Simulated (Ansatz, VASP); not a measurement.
## TiTe2 in VASP and in Ansatz

```xyz
3
Lattice="3.7478 0.0000 0.0000 -1.8739 3.2457 0.0000 0.0000 0.0000 30.9291" Properties=species:S:1:pos:R:3 pbc="T T T"
Ti    0.0000    0.0000    9.0000
Te    0.0000    2.1638    7.2138
Te    0.0000    2.1638   10.7862
```

Change from the starting cell: species swapped into a sheet of the LaBr2 type.

Alike in both runs: functional PBE; k mesh 12 × 12 × 1; occupations gaussian, width 0.01 eV; no spin polarisation.

Ansatz relaxed the structure, and its values are those at the end. VASP's run is a single point on that final structure, the one shown.

|  | VASP | Ansatz |
| --- | --- | --- |
| version | VASP 6.6.1 | Ansatz 0.2.0 |
| potentials or method | VASP PAW PBE potentials, release 64 (Ti_sv, Te), cutoff 520 eV | scalar-relativistic, plane waves, PAW |
| valence electrons in the cell | 24 | 44 |

|  | VASP | Ansatz | Ansatz less VASP |
| --- | --- | --- | --- |
| gap on the k mesh at the Fermi level (eV) | 0.18 | 0.18 | +0.001 |
| least direct gap on the mesh (eV) | 0.53 | 0.53 | +0.001 |
| rms of the force components (eV/Å) | 0.007 | 0.000 | -0.0069 |

The functional is the same, so the differences come from potentials, cutoffs and numerics. VASP's potentials hold 24 valence electrons a cell and Ansatz's 44, so a difference there can come from the potentials and not from the codes.

Spin-orbit coupling is off throughout.
